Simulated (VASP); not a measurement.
# Te2Pb (R-3m) in VASP: a series of runs

Runs on Te2Pb. Level: PBE. Tasks: single point, relaxation of shape and atoms at fixed volume.

Program: VASP 6.6.1. These are calculated values, not measurements. Logs are shortened: lines on timing, memory, paths and dates and some standing lists are left out, and cuts for length are marked.

## 1. The cell of the first run

Symmetry: R-3m, No. 166, trigonal system. The conventional cell has a = 4.226 Å, b = 4.226 Å, c = 18.706 Å, α = 90.00°, β = 90.00°, γ = 120.00°. Pb (site symmetry -3m) has 6 Te at 3.14 Å within 4.1 Å. Te (site symmetry 3m) has 3 Pb at 3.14 Å and 3 Te at 3.33 Å within 4.1 Å.

## 2. Single point, PBE (volume scaled by 0.945)

INCAR reads:

```
SYSTEM = Te2Pb
PREC = Accurate
ENCUT = 520
EDIFF = 1E-7
ISMEAR = 0
SIGMA = 0.05
LREAL = .False.
LASPH = .True.
NELM = 80
ALGO = Normal
ISIF = 2
LWAVE = .False.
LCHARG = .True.
GGA = PE
LELF = .True.
LVHAR = .True.
NBANDS = 20
```

KPOINTS reads:

```
Automatic mesh
0
Gamma
  10 10 10
  0 0 0
```

POSCAR reads:

```
Te2Pb
1.0
    2.1130747088      1.2199842520      6.2354057886
   -2.1130747088      1.2199842520      6.2354057886
    0.0000000000     -2.4399685039      6.2354057886
Pb Te
1 2
Direct
    0.0000000000      0.0000000000      0.0000000000
    0.2274023958      0.2274023958      0.2274023958
    0.7725976042      0.7725976042      0.7725976042
```

Potentials or basis: VASP PAW PBE potentials, release 64 (Pb_d, Te).

Started as:

```sh
$ cat potpaw_PBE.64/Pb_d/POTCAR potpaw_PBE.64/Te/POTCAR > POTCAR
$ mpirun -np 1 vasp_std > vasp.out
```

OUTCAR:

```text
SYSTEM = Te2Pb
   PREC = Accurate
   ENCUT = 520
   EDIFF = 1E-7
   ISMEAR = 0
   LREAL = .False.
   LASPH = .True.
   NELM = 80
   ISIF = 2
   GGA = PE

 ion  position               nearest neighbor table
   1  0.000  0.000  0.000-   3 3.14   3 3.14   2 3.14   2 3.14   3 3.14   2 3.14
   2  0.227  0.227  0.227-   1 3.14   1 3.14   1 3.14   3 3.33   3 3.33   3 3.33
   3  0.773  0.773  0.773-   1 3.14   1 3.14   1 3.14   2 3.33   2 3.33   2 3.33

  LATTYP: Found a trigonal (rhomboedric) cell.
 ALAT       =     6.6957995526
 COS(alpha) =     0.8008158339

  Lattice vectors:

 A1 = (   2.1130747088,   1.2199842520,   6.2354057886)
 A2 = (  -2.1130747088,   1.2199842520,   6.2354057886)
 A3 = (   0.0000000000,  -2.4399685039,   6.2354057886)

Analysis of symmetry for initial positions (statically):
=====================================================================
 Subroutine PRICEL returns:
 Original cell was already a primitive cell.

 Routine SETGRP: Setting up the symmetry group for a
 trigonal (rhombohedral) supercell.

 Subroutine GETGRP returns: Found 12 space group operations
 (whereof 12 operations were pure point group operations)
 out of a pool of 12 trial point group operations.

The static configuration has the point symmetry D_3d.
[... 5 lines left out ...]

 Routine SETGRP: Setting up the symmetry group for a
 trigonal (rhombohedral) supercell.

 Subroutine GETGRP returns: Found 12 space group operations
 (whereof 12 operations were pure point group operations)
 out of a pool of 12 trial point group operations.

The dynamic configuration has the point symmetry D_3d.

 Subroutine INISYM returns: Found 12 space group operations
 (whereof 12 operations are pure point group operations),
 and found     1 'primitive' translations

----------------------------------------------------------------------------------------

                                     Primitive cell

  volume of cell :      96.4462

  direct lattice vectors                    reciprocal lattice vectors
     2.113074709  1.219984252  6.235405789     0.236622017  0.136613785  0.053458162
    -2.113074709  1.219984252  6.235405789    -0.236622017  0.136613785  0.053458162
     0.000000000 -2.439968504  6.235405789     0.000000000 -0.273227571  0.053458162

  length of vectors
[... 73 lines left out ...]
   NGXF,Y,Z  is equivalent  to a cutoff of  24.83, 24.83, 24.83 a.u.
 SYSTEM =  Te2Pb
   PREC   = accura    normal or accurate (medium, high low for compatibility)
   ISTART =      0    job   : 0-new  1-cont  2-samecut
   ICHARG =      2    charge: 1-file 2-atom 10-const
   ISPIN  =      1    spin polarized calculation?
   LNONCOLLINEAR =      F non collinear calculations
   LSORBIT =      F    spin-orbit coupling
   LASPH  =      T    aspherical Exc in radial PAW
   ENCUT  =  520.0 eV  38.22 Ry    6.18 a.u.  12.45 12.45 12.45*2*pi/ulx,y,z
   NELM   =     80;   NELMIN=  2; NELMDL= -5     # of ELM steps
   EDIFF  = 0.1E-06   stopping-criterion for ELM
   LREAL  =      F    real-space projection
   EDIFFG = 0.1E-05   stopping-criterion for IOM
   NSW    =      0    number of steps for IOM
   IBRION =     -1    ionic relax: 0-MD 1-quasi-New 2-CG
   NFREE  =      0    steps in history (QN), initial steepest desc. (CG)
   ISIF   =      2    stress and relaxation
   ISYM   =      2    0-nonsym 1-usesym 2-fastsym
   POTIM  = 0.5000    time-step for ionic-motion
   TEBEG  =    0.0;   TEEND  =   0.0 temperature during run
   PSTRESS=    0.0 pullay stress
   NELECT =      26.0000    total number of electrons
   NUPDOWN=      -1.0000    fix difference up-down
   EMIN   =  10.00;   EMAX   =-10.00  energy-range for DOS
   EFERMI =   0.00;   METHOD = LEGACY
   ISMEAR =     0;   SIGMA  =   0.05  broadening in eV -4-tet -1-fermi 0-gaus
   EFERMI_NEDOS =   21; number of points for ismear=-14 and -15
   IALGO  =     38    algorithm
   IMIX   =      4    mixing-type and parameters
     AMIX     =   0.40;   BMIX     =  1.00
     AMIX_MAG =   1.60;   BMIX_MAG =  1.00
  volume/ion in A,a.u.               =      32.15       216.95
  Fermi-wavevector in a.u.,A,eV,Ry     =   1.057558  1.998495 15.217154  1.118429
  Thomas-Fermi vector in A             =   2.192835
   LORBIT       =      0    0 simple, 1 ext, 2 COOP (PROOUT), +10 PAW based schemes
   GGA     = PE    functional components
   LHFCALC =     F    Hartree Fock is set to
   AEXX    =    0.0000 exact exchange contribution
   IVDW    =     0    specifies the selected vdW correction
   LEPSILON=     F    determine dielectric tensor
   LRPA    =     F    only Hartree local field effects (RPA)
 non-spin polarized calculation
 Gauss-broadening in eV      SIGMA  =   0.05
  energy-cutoff  :      520.00
  volume of cell :       96.45
 maximum number of plane-waves:      2616
 NGX is ok and might be reduce to    50
   NGX = 25   NGY = 25   NGZ = 25

 number of electron      26.0000000 magnetization

 Free energy of the ion-electron system (eV)
  ---------------------------------------------------
  ext. energy  EPLUGINS =         0.00000000
  ---------------------------------------------------
  free energy    TOTEN  =        -9.86568241 eV

  energy without entropy =       -9.86217477  energy(sigma->0) =       -9.86392859

 E-fermi :   6.1954     XC(G=0):  -9.4942

 val. band max:        6.1944073561   @ k =   0.3000   0.3000   0.0000
 cond. band min:       6.2009474482   @ k =   0.5000   0.4000   0.1000
 fundamental gap:      0.0065400921
 Fermi energy:         6.1953747776

 k-point     1 :       0.0000    0.0000    0.0000
  band No.  band energies     occupation
      1     -10.5510      2.00000
      2     -10.5510      2.00000
      3     -10.5213      2.00000
      4     -10.5050      2.00000
      5     -10.5050      2.00000
      6      -6.5346      2.00000
[... 541 lines left out ...]
     19      13.4739      0.00000
     20      14.0002      0.00000

 [... further k-points ...]
[... 5 lines left out ...]
  --------------------------------------------------------------------------------------
  -------------------------------------------------------------------------------------
  Total        1.2752217      1.2752217      1.3217234     -0.0000000      0.0000000      0.0000000
  in kB       21.1841588     21.1841588     21.9566515     -0.0000000      0.0000000      0.0000000
  external PRESSURE =      21.4416564 kB  Pullay stress =       0.0000000 kB

 VOLUME and BASIS-vectors are now :
 -----------------------------------------------------------------------------
  energy-cutoff  :      520.00
  volume of cell :       96.45
      direct lattice vectors                 reciprocal lattice vectors
     2.113074709  1.219984252  6.235405789     0.236622017  0.136613785  0.053458162
    -2.113074709  1.219984252  6.235405789    -0.236622017  0.136613785  0.053458162
     0.000000000 -2.439968504  6.235405789     0.000000000 -0.273227571  0.053458162

 POSITION                                       TOTAL-FORCE (eV/Angst)
 -----------------------------------------------------------------------------------
      0.00000      0.00000      0.00000         0.000000      0.000000      0.000000
      0.00000      0.00000      4.25384         0.000000     -0.000000     -0.004273
      0.00000      0.00000     14.45238         0.000000      0.000000      0.004273
 -----------------------------------------------------------------------------------
    total drift:                                0.000000      0.000000     -0.000000

  FREE ENERGIE OF THE ION-ELECTRON SYSTEM (eV)
  ---------------------------------------------------
  free  energy   TOTEN  =        -9.8656824113 eV

  energy  without entropy=       -9.8621747740  energy(sigma->0) =       -9.86392859
```

OSZICAR:

```text
N       E                     dE             d eps       ncg     rms          rms(c)
DAV:   1     0.200857435464E+03    0.20086E+03   -0.11205E+04  4640   0.120E+03
DAV:   2     0.685543750605E+01   -0.19400E+03   -0.18760E+03  4836   0.300E+02
DAV:   3    -0.931530469885E+01   -0.16171E+02   -0.15857E+02  6136   0.934E+01
DAV:   4    -0.986307192002E+01   -0.54777E+00   -0.54365E+00  5836   0.180E+01
DAV:   5    -0.988207349293E+01   -0.19002E-01   -0.18998E-01  6408   0.332E+00    0.720E+00
DAV:   6    -0.986326399769E+01    0.18809E-01   -0.62874E-02  5912   0.253E+00    0.460E+00
DAV:   7    -0.986649295645E+01   -0.32290E-02   -0.38439E-02  5976   0.160E+00    0.195E-01
DAV:   8    -0.986556620302E+01    0.92675E-03   -0.53749E-03  5568   0.763E-01    0.100E-01
DAV:   9    -0.986564892485E+01   -0.82722E-04   -0.49507E-04  5388   0.146E-01    0.449E-02
DAV:  10    -0.986567476315E+01   -0.25838E-04   -0.36370E-05  5472   0.404E-02    0.215E-02
DAV:  11    -0.986568214924E+01   -0.73861E-05   -0.14178E-05  5120   0.304E-02    0.296E-03
DAV:  12    -0.986568246508E+01   -0.31583E-06   -0.84403E-07  5768   0.790E-03    0.270E-03
DAV:  13    -0.986568241130E+01    0.53777E-07   -0.31264E-07  4856   0.336E-03
   1 F= -.98656824E+01 E0= -.98639286E+01  d E =-.350764E-02
```

stdout:

```text
POSCAR found type information on POSCAR PbTe
 POSCAR found :  2 types and       3 ions
 scaLAPACK will be used
 LDA part: xc-table for (Slater+PW92), standard interpolation
 POSCAR, INCAR and KPOINTS ok, starting setup
 FFT: planning ... GRIDC
 FFT: planning ... GRID_SOFT
 FFT: planning ... GRID
 WAVECAR not read
 entering main loop
```

Run time: 4.8 min. Hardware: 1 thread of Intel Xeon Platinum 8488C (Sapphire Rapids), shared host; peak memory 0.49 GiB.

What came out:

| Quantity | Value |
| --- | --- |
| Free energy | -9.8657 eV |
| Pressure | 2.1 GPa |
| Largest force | 0.004 eV/Å |
| Band gap on the k mesh | zero (band 13 reaches 6.66 eV, above the bottom of band 14 at 5.77 eV) |

Forces on the atoms (eV/Å):
```
Pb   0.000  0.000  0.000
Te   0.000  0.000 -0.004
Te   0.000  0.000  0.004
```

Stress tensor (GPa, compression positive):
```
2.12 0.00 0.00
0.00 2.12 0.00
0.00 0.00 2.20
```

Levels at points of the mesh, in eV from the Fermi level:
```
           k point  band 11  band 12  band 13  band 14  band 15  band 16
(0.00, 0.00, 0.00)    -0.99    -0.62    -0.23    -0.23     2.93     2.93
(0.50, 0.00, 0.00)    -2.78    -1.94    -1.48     0.45     2.03     4.58
(0.50, 0.50, 0.00)    -2.52    -1.67     0.13     0.20     2.17     2.74
(0.50, 0.50, 0.50)    -1.33     0.13     0.13     1.83     2.55     3.17
```

Caveat: the cell differs from its parent crystal (volume scaled by 0.945); spin-orbit coupling is left out, which moves the levels of the heavy elements.

## 3. Relaxation of shape and atoms at fixed volume, PBE (volume scaled by 0.960)

INCAR reads:

```
  PREC = Accurate
  ENCUT = 600
  EDIFF = 1E-7
  ISMEAR = 0
  SIGMA = 0.05
  LREAL = False
  LASPH = True
  NELM = 60
  ALGO = Normal
  ISIF = 4
  LWAVE = False
  LCHARG = False
  GGA = PE
  IBRION = 2
  NSW = 60
  EDIFFG = -0.01
```

KPOINTS reads:

```
regular mesh
0
Gamma
  10 10 10
```

POSCAR reads:

```
Te2Pb
1.0
    2.1394026201      1.2351846786      6.1794355031
   -2.1394026201      1.2351846786      6.1794355031
    0.0000000000     -2.4703693572      6.1794355031
Pb Te
1 2
Direct
    0.0000000000      0.0000000000      0.0000000000
    0.2279122911      0.2279122911      0.2279122911
    0.7720877089      0.7720877089      0.7720877089
```

Potentials or basis: VASP PAW PBE potentials, release 64 (Pb_d, Te).

Started as:

```sh
$ cat potpaw_PBE.64/Pb_d/POTCAR potpaw_PBE.64/Te/POTCAR > POTCAR
$ mpirun -np 1 vasp_std > vasp.out
```

Run time: 26 min. Hardware: 1 thread of Oxide Virtual Turin-like, shared host; peak memory 0.54 GiB.

The run converged. Its results:

```yaml
Free_energy: -9.8831 eV
Energy_gained_by_relaxing: 0.5 meV/atom
Ionic_steps: 3
Pressure_after_relaxing: 1.5 GPa
Band_gap_on_the_k_mesh: zero (band 13 reaches 6.46 eV, above the bottom of band 14 at 5.58 eV)
```

Step by step:
```tsv
step	energy change (eV)	largest force (eV/Å)	pressure (GPa)	volume (Å³)
1	0.0000	0.0324	1.67	97.98
2	-0.0007	0.0241	1.62	97.98
3	-0.0015	0.0014	1.47	97.98
```

Final structure:
```xyz
3
Lattice="2.1282 1.2287 6.2448 -2.1282 1.2287 6.2448 0.0000 -2.4574 6.2448" Properties=species:S:1:pos:R:3 pbc="T T T"
Pb    0.0000    0.0000    0.0000
Te    0.0000    0.0000    4.2636
Te    0.0000    0.0000   14.4707
```

Levels at points of the mesh, in eV from the Fermi level:
| k point | band 10 | band 11 | band 12 | band 13 | band 14 | band 15 | band 16 | band 17 |
| --- | --- | --- | --- | --- | --- | --- | --- | --- |
| (0.00, 0.00, 0.00) | -1.03 | -1.03 | -0.62 | -0.24 | -0.24 | 2.90 | 2.90 | 3.32 |
| (0.50, 0.00, 0.00) | -2.83 | -2.72 | -1.90 | -1.46 | 0.44 | 2.06 | 4.54 | 4.62 |
| (0.50, 0.50, 0.00) | -2.68 | -2.47 | -1.61 | 0.14 | 0.19 | 2.19 | 2.74 | 3.89 |
| (0.50, 0.50, 0.50) | -1.33 | -1.33 | 0.11 | 0.11 | 1.75 | 2.50 | 3.13 | 3.13 |

Caveat: the cell differs from its parent crystal (volume scaled by 0.960); spin-orbit coupling is left out, which moves the levels of the heavy elements.

## 4. Relaxation of shape and atoms at fixed volume, PBE (volume scaled by 0.980)

INCAR reads:

```
SYSTEM = Te2Pb
PREC     = Accurate       ! precision mode
ENCUT    = 600            ! plane-wave cutoff, eV
EDIFF    = 1E-7           ! SCF threshold, eV
ISMEAR   = 0              ! smearing method
SIGMA    = 0.05           ! smearing width, eV
LREAL    = .FALSE.        ! projectors in reciprocal space
LASPH    = .TRUE.         ! aspherical terms in the spheres
NELM     = 100            ! most SCF steps
ALGO     = Normal         ! electronic algorithm
ISIF     = 4              ! what is computed and relaxed
LWAVE    = .FALSE.        ! write WAVECAR
LCHARG   = .FALSE.        ! write CHGCAR
GGA      = PE             ! functional
IBRION   = 2              ! ionic algorithm
NSW      = 60             ! ionic steps
EDIFFG   = -0.01          ! ionic threshold
```

KPOINTS reads:

```
Automatic mesh
0
G
  10 10 10
  0 0 0
```

POSCAR reads:

```
Te2Pb
1.0
    2.1586921179      1.2463214753      6.1959411128
   -2.1586921179      1.2463214753      6.1959411128
    0.0000000000     -2.4926429507      6.1959411128
Pb Te
1 2
Direct
    0.0000000000      0.0000000000      0.0000000000
    0.2282444548      0.2282444548      0.2282444548
    0.7717555452      0.7717555452      0.7717555452
```

Started as:

```sh
$ cat potpaw_PBE.64/Pb_d/POTCAR potpaw_PBE.64/Te/POTCAR > POTCAR
$ mpirun -np 1 vasp_std > vasp.out
```

Wall time 26 min (1 thread of Oxide Virtual Turin-like, shared host); peak memory 0.55 GiB.

The run converged. Its results:

```
Free energy               : -9.8969 eV
Energy gained by relaxing : 0.3 meV/atom
Ionic steps               : 3
Pressure after relaxing   : 0.7 GPa
Band gap on the k mesh    : zero (band 13 reaches 6.19 eV, above the bottom of band 14 at 5.33 eV)
```

Step by step:
```
step  energy change (eV)  largest force (eV/Å)  pressure (GPa)  volume (Å³)
   1              0.0000                0.0352            0.82       100.02
   2             -0.0003                0.0265            0.79       100.02
   3             -0.0008                0.0011            0.69       100.02
```

Final structure:
```cif
data_structure
_symmetry_space_group_name_H-M 'P 1'
_symmetry_Int_Tables_number 1
_cell_length_a 6.7149
_cell_length_b 6.7149
_cell_length_c 6.7149
_cell_angle_alpha 37.371
_cell_angle_beta 37.371
_cell_angle_gamma 37.371
_cell_volume 100.02
loop_
_atom_site_label
_atom_site_type_symbol
_atom_site_fract_x
_atom_site_fract_y
_atom_site_fract_z
_atom_site_occupancy
Pb1 Pb 0.00000 0.00000 0.00000 1
Te1 Te 0.22788 0.22788 0.22788 1
Te2 Te 0.77212 0.77212 0.77212 1
```

Levels at points of the mesh, in eV from the Fermi level:
| k point | band 10 | band 11 | band 12 | band 13 | band 14 | band 15 | band 16 | band 17 |
| --- | --- | --- | --- | --- | --- | --- | --- | --- |
| (0.00, 0.00, 0.00) | -1.04 | -1.04 | -0.63 | -0.28 | -0.28 | 2.84 | 2.84 | 3.25 |
| (0.50, 0.00, 0.00) | -2.73 | -2.65 | -1.86 | -1.46 | 0.43 | 2.10 | 4.49 | 4.63 |
| (0.50, 0.50, 0.00) | -2.65 | -2.39 | -1.52 | 0.16 | 0.18 | 2.22 | 2.74 | 3.95 |
| (0.50, 0.50, 0.50) | -1.34 | -1.34 | 0.07 | 0.07 | 1.62 | 2.41 | 3.07 | 3.07 |

Caveat: the cell differs from its parent crystal (volume scaled by 0.980); spin-orbit coupling is left out, which moves the levels of the heavy elements.

## 5. Relaxation of shape and atoms at fixed volume, PBE (volume scaled by 1.020)

INCAR reads:

```
SYSTEM = Te2Pb
ALGO = Normal
EDIFF = 1E-7
EDIFFG = -0.01
ENCUT = 600
GGA = PE
IBRION = 2
ISIF = 4
ISMEAR = 0
LASPH = .True.
LCHARG = .False.
LREAL = .False.
LWAVE = .False.
NELM = 60
NSW = 60
PREC = Accurate
SIGMA = 0.05
```

KPOINTS reads:

```
k-points
0
Gamma
  10 10 10
  0 0 0
```

POSCAR reads:

```
Te2Pb
1.0
    2.1876713090      1.2630526191      6.2791180328
   -2.1876713090      1.2630526191      6.2791180328
    0.0000000000     -2.5261052383      6.2791180328
Pb Te
1 2
Direct
    0.0000000000      0.0000000000      0.0000000000
    0.2282444548      0.2282444548      0.2282444548
    0.7717555452      0.7717555452      0.7717555452
```

Started as:

```sh
$ cat potpaw_PBE.64/Pb_d/POTCAR potpaw_PBE.64/Te/POTCAR > POTCAR
$ mpirun -np 1 vasp_std > vasp.out
```

Wall time 25 min (1 thread of Oxide Virtual Turin-like, shared host); peak memory 0.53 GiB.

The run converged. Its results:

```yaml
Free_energy: -9.8968 eV
Energy_gained_by_relaxing: 0.2 meV/atom
Ionic_steps: 3
Pressure_after_relaxing: -0.7 GPa
Largest_force_after_relaxing: 0.007 eV/Å
Band_gap_on_the_k_mesh: zero (band 13 reaches 5.70 eV, above the bottom of band 14 at 4.87 eV)
```

Forces on the atoms (eV/Å):
```
Pb   0.000  0.000  0.000
Te   0.000  0.000  0.007
Te   0.000  0.000 -0.007
```

The path:
| step | energy change (eV) | largest force (eV/Å) | pressure (GPa) | volume (Å³) |
| --- | --- | --- | --- | --- |
| 1 | 0.0000 | 0.0209 | -0.77 | 104.10 |
| 2 | -0.0003 | 0.0173 | -0.74 | 104.10 |
| 3 | -0.0006 | 0.0073 | -0.67 | 104.10 |

Final structure:
```
Pb Te
1.0
     2.19501    1.26729    6.23718
    -2.19501    1.26729    6.23718
     0.00000   -2.53458    6.23718
Pb Te
1 2
Cartesian
  0.0000 0.0000 0.0000
  0.0000 0.0000 4.2746
  0.0000 0.0000 14.4369
```

Levels at points of the mesh, in eV from the Fermi level:
```tsv
k point	band 9	band 10	band 11	band 12	band 13	band 14	band 15	band 16	band 17
(0.00, 0.00, 0.00)	-1.20	-1.06	-1.06	-0.64	-0.33	-0.33	2.75	2.75	3.12
(0.50, 0.00, 0.00)	-4.03	-2.54	-2.51	-1.78	-1.45	0.41	2.17	4.39	4.60
(0.50, 0.50, 0.00)	-4.35	-2.58	-2.27	-1.36	0.16	0.19	2.27	2.75	4.05
(0.50, 0.50, 0.50)	-2.55	-1.35	-1.35	0.01	0.01	1.40	2.26	2.96	2.96
```

Caveat: the cell differs from its parent crystal (volume scaled by 1.020); spin-orbit coupling is left out, which moves the levels of the heavy elements.

[end of part 1 of 2]
